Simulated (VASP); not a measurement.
# MgGeSb2: relaxation of cell and atoms with PBEsol

The system is MgGeSb2.

```
CELL_PARAMETERS angstrom
4.46602 0.00000 0.00000
0.00000 4.46602 0.00000
0.00000 0.00000 6.51101
ATOMIC_POSITIONS crystal
Mg 0.00000 0.00000 0.00000
Sb 0.00000 0.50000 0.25899
Sb 0.50000 0.00000 0.74101
Ge 0.50000 0.50000 0.50000
```

```yaml
Program: VASP 6.6.1
Task: relaxation of cell and atoms
Functional: PBEsol
Potentials_or_basis: VASP PAW PBE potentials, release 64 (Mg, Sb, Ge_d)
Cutoff: 600 eV
k_mesh: 6 × 6 × 4
Occupations: fermi-dirac, width 0.02 eV
Spin: no spin polarisation
Dipole_correction: no
Further_INCAR_settings: ALGO = Normal; EDIFF = 1e-06; IBRION = 2; EDIFFG = -0.005; NSW = 80; ISIF = 3
```

```yaml
Relaxed_volume: 31.24 Å³/atom
Relaxed_cell: a = 4.394 Å, b = 4.394 Å, c = 6.471 Å, α = 90.00°, β = 90.00°, γ = 90.00°
Space_group_after_relaxing_to_0.1_Å: P-4m2 (No. 115)
Energy_gained_by_relaxing: 6.5 meV/atom
Ionic_steps: 9
Pressure_after_relaxing: 0.0 GPa
Band_gap_on_the_k_mesh: zero (bands 13 and 14 overlap by 0.25 eV)
```

The path:
```tsv
step	energy change (eV)	largest force (eV/Å)	pressure (GPa)	volume (Å³)
1	0.0000	0.1101	-1.54	129.86
2	-0.0243	0.0105	0.33	124.09
3	-0.0251	0.0268	0.07	124.94
4	-0.0250	0.0301	-0.05	125.12
5	-0.0253	0.0246	-0.05	125.12
6	-0.0258	0.0080	-0.08	125.10
7	-0.0258	0.0028	-0.05	125.10
8	-0.0258	0.0033	0.03	124.79
9	-0.0258	0.0003	0.01	124.94
```

Final structure:
```
Mg Sb Ge
1.0
     4.39421    0.00000    0.00000
     0.00000    4.39421    0.00000
     0.00000    0.00000    6.47073
Mg Sb Ge
1 2 1
Direct
  0.00000 0.00000 0.00000
  0.00000 0.50000 0.26065
  0.50000 0.00000 0.73935
  0.50000 0.50000 0.50000
```

Levels at points of the mesh, in eV from the Fermi level:
| k point | band 9 | band 10 | band 11 | band 12 | band 13 | band 14 | band 15 | band 16 | band 17 |
| --- | --- | --- | --- | --- | --- | --- | --- | --- | --- |
| (0.00, 0.00, 0.00) | -2.66 | -2.66 | -0.83 | -0.48 | 0.04 | 0.04 | 0.69 | 2.68 | 2.80 |
| (0.50, 0.00, 0.00) | -3.23 | -3.10 | -3.07 | -2.08 | -0.26 | 0.61 | 3.32 | 3.38 | 3.52 |
| (0.50, 0.50, 0.00) | -3.64 | -3.40 | -2.57 | -2.57 | -1.49 | 0.13 | 1.14 | 1.14 | 2.38 |
| (0.00, 0.00, 0.50) | -2.72 | -2.47 | -2.47 | -0.64 | -0.64 | 0.51 | 0.71 | 3.13 | 3.81 |
| (0.50, 0.00, 0.50) | -4.51 | -2.04 | -1.79 | -0.98 | -0.61 | -0.21 | 2.21 | 2.84 | 2.87 |
| (0.50, 0.50, 0.50) | -3.83 | -3.14 | -2.94 | -2.94 | -2.51 | 2.22 | 3.40 | 3.49 | 3.49 |

Run time: 11 min on 1 thread of Oxide Virtual Turin-like Processor, with other jobs on the host, peak memory 0.29 GiB.

Caveat: semilocal functionals underestimate gaps, and a narrow one can read as zero; the PAW data sets were made with another functional, which shifts forces and pressure a little; spin-orbit coupling is left out, which moves the levels of the heavy elements.
